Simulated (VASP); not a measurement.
Crystal: Pt.

```xyz
2
Lattice="2.7083 0.0000 0.0000 -1.3541 2.3455 0.0000 0.0000 0.0000 4.6765" Properties=species:S:1:pos:R:3 pbc="T T T"
Pt    1.3541    0.7818    3.5074
Pt    0.0000    1.5636    1.1691
```

This isn't the form of Pt at room conditions, which is fcc.

Base run:

| Item | Value |
| --- | --- |
| Program | VASP 6.6.1 |
| Functional | LDA |
| Potentials or basis | VASP PAW LDA potentials, release 64 (Pt) |
| Cutoff | 520 eV |
| k mesh | 21 × 21 × 10 |
| Occupations | gaussian, width 0.15 eV |
| Spin | collinear spin |
| Starting moments | [0.2, 0.2] μB |
| Fixed moment | 0.4 μB |

Its results: pressure 1.1 GPa; site moments Pt +0.20 μB.

Q: The run is repeated on the same cell with these changes: fixed moment from 0.4 μB to 1 μB; moments at the start from [0.2, 0.2] to [0.5, 0.5]. What comes out?

A: Pressure 2.2 GPa; site moments Pt +0.49 μB.

Caveats: the total moment is fixed, so each spin has its own Fermi level.
